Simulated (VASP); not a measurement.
# BiTe (Fm-3m) in VASP: a series of runs

The runs below take BiTe through single point, with PBE.

Everything below comes from runs of VASP 6.6.1. Logs are shortened: lines on timing, memory, paths and dates and some standing lists are left out, and cuts for length are marked.

### 1 The cell of the first run

The structure is cubic, space group Fm-3m (No. 225). The conventional cell has a = 6.437 Å, b = 6.437 Å, c = 6.437 Å, α = 90.00°, β = 90.00°, γ = 90.00°. Bi (site symmetry m-3m) has 6 Te at 3.22 Å within 4.2 Å. Te (site symmetry m-3m) has 6 Bi at 3.22 Å within 4.2 Å.

### 2 Single point, PBE (33.33 Å³/atom)

Contents of INCAR:

```
SYSTEM = BiTe
PREC = Accurate
ENCUT = 520
EDIFF = 1E-7
ISMEAR = 0
SIGMA = 0.1
LREAL = .False.
LASPH = .True.
NELM = 60
ALGO = Normal
ISIF = 2
LWAVE = .False.
LCHARG = .False.
GGA = PE
NBANDS = 18
```

Contents of KPOINTS:

```
Automatic mesh
0
Gamma
  12 12 12
  0 0 0
```

Contents of POSCAR:

```
BiTe
1.0
    0.0000000000      3.2183515714      3.2183515714
    3.2183515714      0.0000000000      3.2183515714
    3.2183515714      3.2183515714      0.0000000000
Bi Te
1 1
Direct
    0.0000000000      0.0000000000      0.0000000000
    0.5000000000      0.5000000000      0.5000000000
```

Potentials or basis: VASP PAW PBE potentials, release 64 (Bi_d, Te).

Started as:

```
$ cat potpaw_PBE.64/Bi_d/POTCAR potpaw_PBE.64/Te/POTCAR > POTCAR
$ mpirun -np 1 vasp_std > vasp.out
```

OUTCAR:

```text
SYSTEM = BiTe
   PREC = Accurate
   ENCUT = 520
   EDIFF = 1E-7
   ISMEAR = 0
   LREAL = .False.
   LASPH = .True.
   NELM = 60
   ISIF = 2
   GGA = PE

 ion  position               nearest neighbor table
   1  0.000  0.000  0.000-   2 3.22   2 3.22   2 3.22   2 3.22   2 3.22   2 3.22
   2  0.500  0.500  0.500-   1 3.22   1 3.22   1 3.22   1 3.22   1 3.22   1 3.22

  LATTYP: Found a face centered cubic cell.
 ALAT       =     6.4367031428

  Lattice vectors:

 A1 = (   0.0000000000,   3.2183515714,   3.2183515714)
 A2 = (   3.2183515714,   0.0000000000,   3.2183515714)
 A3 = (   3.2183515714,   3.2183515714,   0.0000000000)

Analysis of symmetry for initial positions (statically):
=====================================================================
 Subroutine PRICEL returns:
 Original cell was already a primitive cell.

 Routine SETGRP: Setting up the symmetry group for a
 face centered cubic supercell.

 Subroutine GETGRP returns: Found 48 space group operations
 (whereof 48 operations were pure point group operations)
 out of a pool of 48 trial point group operations.

The static configuration has the point symmetry O_h .

Analysis of symmetry for dynamics (positions and initial velocities):
=====================================================================
 Subroutine PRICEL returns:
 Original cell was already a primitive cell.

 Routine SETGRP: Setting up the symmetry group for a
 face centered cubic supercell.

 Subroutine GETGRP returns: Found 48 space group operations
 (whereof 48 operations were pure point group operations)
 out of a pool of 48 trial point group operations.

The dynamic configuration has the point symmetry O_h .

 Subroutine INISYM returns: Found 48 space group operations
 (whereof 48 operations are pure point group operations),
 and found     1 'primitive' translations

----------------------------------------------------------------------------------------

                                     Primitive cell

  volume of cell :      66.6700

  direct lattice vectors                    reciprocal lattice vectors
     0.000000000  3.218351571  3.218351571    -0.155359037  0.155359037  0.155359037
     3.218351571  0.000000000  3.218351571     0.155359037 -0.155359037  0.155359037
     3.218351571  3.218351571  0.000000000     0.155359037  0.155359037 -0.155359037

  length of vectors
     4.551436441  4.551436441  4.551436441     0.269089745  0.269089745  0.269089745

  position of ions in fractional coordinates (direct lattice)
     0.000000000  0.000000000  0.000000000
     0.500000000  0.500000000  0.500000000

  ion indices of the primitive-cell ions
   primitive index   ion index
                 1           1
                 2           2

----------------------------------------------------------------------------------------

 KPOINTS: Automatic mesh

Automatic generation of k-mesh.
 Grid dimensions read from file:
 generate k-points for:   12   12   12

 Generating k-lattice:

  Cartesian coordinates                     Fractional coordinates (reciprocal lattice)
    -0.012946586  0.012946586  0.012946586     0.083333333  0.000000000  0.000000000
     0.012946586 -0.012946586  0.012946586     0.000000000  0.083333333  0.000000000
     0.012946586  0.012946586 -0.012946586     0.000000000  0.000000000  0.083333333

  Length of vectors
     0.022424145  0.022424145  0.022424145

  Shift w.r.t. Gamma in fractional coordinates (k-lattice)
     0.000000000  0.000000000  0.000000000

 Subroutine IBZKPT returns following result:
 ===========================================

 Found     72 irreducible k-points:

 Following reciprocal coordinates:
            Coordinates               Weight
  0.000000  0.000000  0.000000      1.000000
  0.083333  0.000000  0.000000      8.000000
  0.166667  0.000000  0.000000      8.000000
  0.250000  0.000000  0.000000      8.000000
  0.333333  0.000000  0.000000      8.000000
  0.416667  0.000000  0.000000      8.000000
[... 16 lines left out ...]
  0.500000  0.166667  0.000000     24.000000
 -0.416667  0.166667  0.000000     24.000000
 [... further k-points ...]
   k-points           NKPTS =     72   k-points in BZ     NKDIM =     72   number of bands    NBANDS=     18
   number of dos      NEDOS =    301   number of ions     NIONS =      2
   total plane-waves  NPLWV =  46656
   dimension x,y,z NGX =    36 NGY =   36 NGZ =   36
   dimension x,y,z NGXF=    72 NGYF=   72 NGZF=   72
   ions per type =               1   1
   NGX,Y,Z   is equivalent  to a cutoff of  13.15, 13.15, 13.15 a.u.
   NGXF,Y,Z  is equivalent  to a cutoff of  26.30, 26.30, 26.30 a.u.
 SYSTEM =  BiTe
   PREC   = accura    normal or accurate (medium, high low for compatibility)
   ISTART =      0    job   : 0-new  1-cont  2-samecut
   ICHARG =      2    charge: 1-file 2-atom 10-const
   ISPIN  =      1    spin polarized calculation?
   LNONCOLLINEAR =      F non collinear calculations
   LSORBIT =      F    spin-orbit coupling
   LASPH  =      T    aspherical Exc in radial PAW
   ENCUT  =  520.0 eV  38.22 Ry    6.18 a.u.   8.46  8.46  8.46*2*pi/ulx,y,z
   NELM   =     60;   NELMIN=  2; NELMDL= -5     # of ELM steps
   EDIFF  = 0.1E-06   stopping-criterion for ELM
   LREAL  =      F    real-space projection
   EDIFFG = 0.1E-05   stopping-criterion for IOM
   NSW    =      0    number of steps for IOM
   IBRION =     -1    ionic relax: 0-MD 1-quasi-New 2-CG
   NFREE  =      0    steps in history (QN), initial steepest desc. (CG)
   ISIF   =      2    stress and relaxation
   ISYM   =      2    0-nonsym 1-usesym 2-fastsym
   POTIM  = 0.5000    time-step for ionic-motion
   TEBEG  =    0.0;   TEEND  =   0.0 temperature during run
   PSTRESS=    0.0 pullay stress
   NELECT =      21.0000    total number of electrons
   NUPDOWN=      -1.0000    fix difference up-down
   EMIN   =  10.00;   EMAX   =-10.00  energy-range for DOS
   EFERMI =   0.00;   METHOD = LEGACY
   ISMEAR =     0;   SIGMA  =   0.10  broadening in eV -4-tet -1-fermi 0-gaus
   EFERMI_NEDOS =   21; number of points for ismear=-14 and -15
   IALGO  =     38    algorithm
   IMIX   =      4    mixing-type and parameters
     AMIX     =   0.40;   BMIX     =  1.00
     AMIX_MAG =   1.60;   BMIX_MAG =  1.00
  volume/ion in A,a.u.               =      33.33       224.96
  Fermi-wavevector in a.u.,A,eV,Ry     =   1.113878  2.104925 16.881089  1.240725
  Thomas-Fermi vector in A             =   2.250468
   LORBIT       =      0    0 simple, 1 ext, 2 COOP (PROOUT), +10 PAW based schemes
   GGA     = PE    functional components
   LHFCALC =     F    Hartree Fock is set to
   AEXX    =    0.0000 exact exchange contribution
   IVDW    =     0    specifies the selected vdW correction
   LEPSILON=     F    determine dielectric tensor
   LRPA    =     F    only Hartree local field effects (RPA)
 non-spin polarized calculation
 Gauss-broadening in eV      SIGMA  =   0.10
  energy-cutoff  :      520.00
  volume of cell :       66.67
 maximum number of plane-waves:      1820
 NGX is ok and might be reduce to    36
   NGX = 17   NGY = 17   NGZ = 17

 number of electron      21.0000004 magnetization

 Free energy of the ion-electron system (eV)
  ---------------------------------------------------
  ext. energy  EPLUGINS =         0.00000000
  ---------------------------------------------------
  free energy    TOTEN  =        -7.17010090 eV

  energy without entropy =       -7.16416249  energy(sigma->0) =       -7.16713169

 E-fermi :   6.8339     XC(G=0):  -9.5042

 val. band max:        6.8084849800   @ k =  -0.4167   0.2500   0.0833
 cond. band min:       6.8491799608   @ k =  -0.2500   0.2500   0.0000
 fundamental gap:      0.0406949808
 Fermi energy:         6.8339089175

 k-point     1 :       0.0000    0.0000    0.0000
  band No.  band energies     occupation
      1     -16.3172      2.00000
      2     -16.3172      2.00000
      3     -16.3132      2.00000
      4     -16.3132      2.00000
      5     -16.3132      2.00000
      6      -6.7930      2.00000
[... 10 lines left out ...]
     17      13.0287      0.00000
     18      13.3551      0.00000

 k-point     2 :       0.0833    0.0000    0.0000
  band No.  band energies     occupation
      1     -16.3174      2.00000
      2     -16.3174      2.00000
      3     -16.3131      2.00000
      4     -16.3128      2.00000
      5     -16.3128      2.00000
      6      -6.7297      2.00000
[... 10 lines left out ...]
     17      13.4682      0.00000
     18      13.8598      0.00000

 k-point     3 :       0.1667    0.0000    0.0000
  band No.  band energies     occupation
      1     -16.3182      2.00000
      2     -16.3182      2.00000
      3     -16.3127      2.00000
      4     -16.3115      2.00000
      5     -16.3115      2.00000
      6      -6.5406      2.00000
[... 10 lines left out ...]
     17      14.5046      0.00000
     18      14.8105      0.00000

 k-point     4 :       0.2500    0.0000    0.0000
  band No.  band energies     occupation
      1     -16.3195      2.00000
      2     -16.3195      2.00000
      3     -16.3122      2.00000
      4     -16.3097      2.00000
      5     -16.3097      2.00000
      6      -6.2296      2.00000
[... 375 lines left out ...]
      4     -16.3072      2.00000
      5     -16.3055      2.00000
      6      -5.4732      2.00000
[... 10 lines left out ...]
     17      15.5249      0.00000
     18      16.3511      0.00000

 k-point    23 :       0.5000    0.1667    0.0000
  band No.  band energies     occupation
      1     -16.3244      2.00000
      2     -16.3195      2.00000
      3     -16.3110      2.00000
      4     -16.3068      2.00000
      5     -16.3050      2.00000
      6      -4.9646      2.00000
[... 10 lines left out ...]
     17      15.6383      0.00000
     18      16.4543      0.00000

 k-point    24 :      -0.4167    0.1667    0.0000
  band No.  band energies     occupation
      1     -16.3236      2.00000
      2     -16.3204      2.00000
      3     -16.3102      2.00000
      4     -16.3068      2.00000
      5     -16.3056      2.00000
      6      -4.7662      2.00000
[... 10 lines left out ...]
     17      16.3698      0.00000
     18      17.5645      0.00000

 [... further k-points ...]
[... 5 lines left out ...]
  --------------------------------------------------------------------------------------
  -------------------------------------------------------------------------------------
  Total        0.6097416      0.6097416      0.6097416     -0.0000000      0.0000000      0.0000000
  in kB       14.6529804     14.6529804     14.6529804     -0.0000000      0.0000000      0.0000000
  external PRESSURE =      14.6529804 kB  Pullay stress =       0.0000000 kB

 VOLUME and BASIS-vectors are now :
 -----------------------------------------------------------------------------
  energy-cutoff  :      520.00
  volume of cell :       66.67
      direct lattice vectors                 reciprocal lattice vectors
     0.000000000  3.218351571  3.218351571    -0.155359037  0.155359037  0.155359037
     3.218351571  0.000000000  3.218351571     0.155359037 -0.155359037  0.155359037
     3.218351571  3.218351571  0.000000000     0.155359037  0.155359037 -0.155359037

 POSITION                                       TOTAL-FORCE (eV/Angst)
 -----------------------------------------------------------------------------------
      0.00000      0.00000      0.00000         0.000000     -0.000000      0.000000
      3.21835      3.21835      3.21835        -0.000000      0.000000     -0.000000
 -----------------------------------------------------------------------------------
    total drift:                               -0.000000      0.000000      0.000000

  FREE ENERGIE OF THE ION-ELECTRON SYSTEM (eV)
  ---------------------------------------------------
  free  energy   TOTEN  =        -7.1701008970 eV

  energy  without entropy=       -7.1641624858  energy(sigma->0) =       -7.16713169
```

Run time: 1.9 min. Hardware: 1 thread of Intel Xeon 8259CL, shared host; peak memory 0.26 GiB.

What came out:

```yaml
Free_energy: -7.1701 eV
Pressure: 1.5 GPa
Band_gap_on_the_k_mesh: zero (an odd number of electrons rules out a gap without spin polarisation)
```

Caveat: spin-orbit coupling is left out, which moves the levels of the heavy elements.

### 3 Single point, PBE (35.40 Å³/atom)

This run uses another cell than the first one, of 35.40 Å³/atom.

Contents of INCAR:

```
  ALGO = Normal
  EDIFF = 1E-6
  ENCUT = 520
  GGA = PE
  ISIF = 2
  ISMEAR = 0
  LASPH = True
  LCHARG = True
  LELF = True
  LREAL = False
  LVHAR = True
  LWAVE = False
  NBANDS = 18
  NELM = 80
  PREC = Accurate
  SIGMA = 0.1
```

Contents of KPOINTS:

```
k-points
0
Gamma
  12 12 12
```

Contents of POSCAR:

```
BiTe
1.0
    0.0000000000      3.2833862967      3.2833862967
    3.2833862967      0.0000000000      3.2833862967
    3.2833862967      3.2833862967      0.0000000000
Bi Te
1 1
Direct
    0.0000000000      0.0000000000      0.0000000000
    0.5000000000      0.5000000000      0.5000000000
```

Potentials or basis: VASP PAW PBE potentials, release 64 (Bi_d, Te).

Started as:

```
$ cat potpaw_PBE.64/Bi_d/POTCAR potpaw_PBE.64/Te/POTCAR > POTCAR
$ mpirun -np 1 vasp_std > vasp.out
```

It took 2 min on 1 thread of Intel Xeon 8259CL, shared host; peak memory 0.26 GiB.

Results (log left out):

```
Free energy            : -7.1706 eV
Pressure               : -1.4 GPa
Band gap on the k mesh : zero (an odd number of electrons rules out a gap without spin polarisation)
```

Levels at points of the mesh, in eV from the Fermi level:
```tsv
k point	band 8	band 9	band 10	band 11	band 12	band 13
(0.00, 0.00, 0.00)	-2.42	-2.42	-2.42	2.07	2.07	2.07
(0.50, 0.00, 0.00)	-1.82	-1.82	-1.60	-0.79	-0.55	-0.55
(0.50, 0.50, 0.00)	-5.35	-3.80	-3.80	2.41	3.39	3.39
```

Caveat: spin-orbit coupling is left out, which moves the levels of the heavy elements.

### 4 Single point, PBE (36.43 Å³/atom)

This run uses another cell than the first one, of 36.43 Å³/atom.

Contents of INCAR:

```
SYSTEM = BiTe
ALGO     = Normal         ! electronic algorithm
EDIFF    = 1E-6           ! SCF threshold, eV
ENCUT    = 520            ! plane-wave cutoff, eV
GGA      = PE             ! functional
ISIF     = 2              ! what is computed and relaxed
ISMEAR   = 0              ! smearing method
LASPH    = .True.         ! aspherical terms in the spheres
LCHARG   = .True.         ! write CHGCAR
LELF     = .True.         ! ELF
LREAL    = .False.        ! projectors in reciprocal space
LVHAR    = .True.       
LWAVE    = .False.        ! write WAVECAR
NBANDS   = 18             ! bands
NELM     = 80             ! most SCF steps
PREC     = Accurate       ! precision mode
SIGMA    = 0.1            ! smearing width, eV
```

Contents of KPOINTS:

```
k-points
0
Gamma
  12 12 12
  0 0 0
```

Contents of POSCAR:

```
BiTe
1.0
    0.0000000000      3.3149592556      3.3149592556
    3.3149592556      0.0000000000      3.3149592556
    3.3149592556      3.3149592556      0.0000000000
Bi Te
1 1
Direct
    0.0000000000      0.0000000000      0.0000000000
    0.5000000000      0.5000000000      0.5000000000
```

Started as:

```
$ cat potpaw_PBE.64/Bi_d/POTCAR potpaw_PBE.64/Te/POTCAR > POTCAR
$ mpirun -np 1 vasp_std > vasp.out
```

Wall time 2.1 min (1 thread of Intel Xeon 8259CL, shared host); peak memory 0.26 GiB.

Results (log left out):

```
Free energy            : -7.1466 eV
Pressure               : -2.4 GPa
Band gap on the k mesh : zero (an odd number of electrons rules out a gap without spin polarisation)
```

Levels at points of the mesh, in eV from the Fermi level:
| k point | band 6 | band 7 | band 8 | band 9 | band 10 | band 11 | band 12 | band 13 | band 14 | band 15 |
| --- | --- | --- | --- | --- | --- | --- | --- | --- | --- | --- |
| (0.00, 0.00, 0.00) | -13.03 | -8.38 | -2.35 | -2.35 | -2.35 | 2.01 | 2.01 | 2.01 | 4.79 | 4.79 |
| (0.50, 0.00, 0.00) | -11.27 | -11.02 | -1.76 | -1.76 | -1.60 | -0.78 | -0.51 | -0.51 | 7.18 | 7.59 |
| (0.50, 0.50, 0.00) | -11.50 | -9.93 | -5.17 | -3.67 | -3.67 | 2.51 | 3.26 | 3.26 | 4.45 | 8.48 |

Caveat: spin-orbit coupling is left out, which moves the levels of the heavy elements.

### 5 Single point, PBE (37.80 Å³/atom)

This run uses another cell than the first one, of 37.80 Å³/atom.

Contents of INCAR:

```
SYSTEM = BiTe
  ALGO = Normal
  EDIFF = 1E-6
  ENCUT = 520
  GGA = PE
  ISIF = 2
  ISMEAR = 0
  LASPH = .TRUE.
  LCHARG = .FALSE.
  LREAL = .FALSE.
  LWAVE = .FALSE.
  NBANDS = 18
  NELM = 100
  PREC = Accurate
  SIGMA = 0.1
```

Contents of KPOINTS:

```
k-points
0
G
  12 12 12
  0 0 0
```

Contents of POSCAR:

```
BiTe
1.0
    0.0000000000      3.3561430848      3.3561430848
    3.3561430848      0.0000000000      3.3561430848
    3.3561430848      3.3561430848      0.0000000000
Bi Te
1 1
Direct
    0.0000000000      0.0000000000      0.0000000000
    0.5000000000      0.5000000000      0.5000000000
```

Started as:

```
$ cat potpaw_PBE.64/Bi_d/POTCAR potpaw_PBE.64/Te/POTCAR > POTCAR
$ mpirun -np 1 vasp_std > vasp.out
```

Run time: 1.9 min. Hardware: 1 thread of Intel Xeon 8259CL, shared host; peak memory 0.27 GiB.

Results (log left out):

```
Free energy            : -7.0949 eV
Pressure               : -3.6 GPa
Band gap on the k mesh : zero (an odd number of electrons rules out a gap without spin polarisation)
```

Levels at points of the mesh, in eV from the Fermi level:
| k point | band 7 | band 8 | band 9 | band 10 | band 11 | band 12 | band 13 | band 14 |
| --- | --- | --- | --- | --- | --- | --- | --- | --- |
| (0.00, 0.00, 0.00) | -8.49 | -2.26 | -2.26 | -2.26 | 1.93 | 1.93 | 1.93 | 4.85 |
| (0.50, 0.00, 0.00) | -10.92 | -1.69 | -1.69 | -1.59 | -0.76 | -0.46 | -0.46 | 7.10 |
| (0.50, 0.50, 0.00) | -9.93 | -4.94 | -3.51 | -3.51 | 2.64 | 3.10 | 3.10 | 4.20 |

Caveat: the cell stands under tension; spin-orbit coupling is left out, which moves the levels of the heavy elements.

### 6 Overview

```csv
cell,gap on the mesh (eV),pressure (GPa)
"a = 4.551 Å, angles 60.0°, 2 atoms",none,1.5
"a = 4.643 Å, angles 60.0°, 2 atoms",none,-1.4
"a = 4.688 Å, angles 60.0°, 2 atoms",none,-2.4
"a = 4.746 Å, angles 60.0°, 2 atoms",none,-3.6
```

Alike in all rows: task single point; level PBE; potentials or basis VASP PAW PBE potentials, release 64 (Bi_d, Te); no spin polarisation; k mesh 12 × 12 × 12; cutoff (eV) 520; smearing gaussian 0.1 eV.

Caveats: spin-orbit coupling is left out, which moves the levels of the heavy elements; the cell stands under tension (at least some runs).

Absolute energies hang on the potentials; compare differences alone.
